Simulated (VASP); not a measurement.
Input of a VASP 6.6.1 run:

Contents of INCAR:

```
SYSTEM = Cd2C3
  ALGO = Normal
  EDIFF = 1E-6
  ENCUT = 520
  GGA = PE
  ISIF = 2
  ISMEAR = 0
  LASPH = .True.
  LCHARG = .False.
  LREAL = .False.
  LWAVE = .False.
  NBANDS = 26
  NELM = 100
  PREC = Accurate
  SIGMA = 0.1
```

The input KPOINTS:

```
k-points
0
Gamma
  6 6 6
  0 0 0
```

The input POSCAR:

```
Cd2C3
1.0
    1.6445983257      0.9495092860      7.6235474713
   -1.6445983257      0.9495092860      7.6235474713
    0.0000000000     -1.8990185721      7.6235474713
Cd C
2 3
Direct
    0.4000000000      0.4000000000      0.4000000000
    0.6000000000      0.6000000000      0.6000000000
    0.0000000000      0.0000000000      0.0000000000
    0.2095000000      0.2095000000      0.2095000000
    0.7905000000      0.7905000000      0.7905000000
```

Potentials or basis: VASP PAW PBE potentials, release 64 (Cd, C).

Launch:

```sh
$ cat potpaw_PBE.64/Cd/POTCAR potpaw_PBE.64/C/POTCAR > POTCAR
$ mpirun -np 1 vasp_std > vasp.out
```

Q: What does it give for the largest force?

A: 1.523 eV/Å.

Q: Predict the band gap on the k mesh.

A: Zero (bands 18 and 19 overlap by 2.50 eV).

Stress tensor (GPa, compression positive):
```
 1.59  0.00  0.00
 0.00  1.59  0.00
 0.00  0.00 -9.79
```

Caveat: the k points lie up to 0.37 Å⁻¹ apart, too coarse for converged energies and pressures of a metal; forces of over 1 eV/Å act on the atoms, so gaps and moduli don't describe the material at rest.
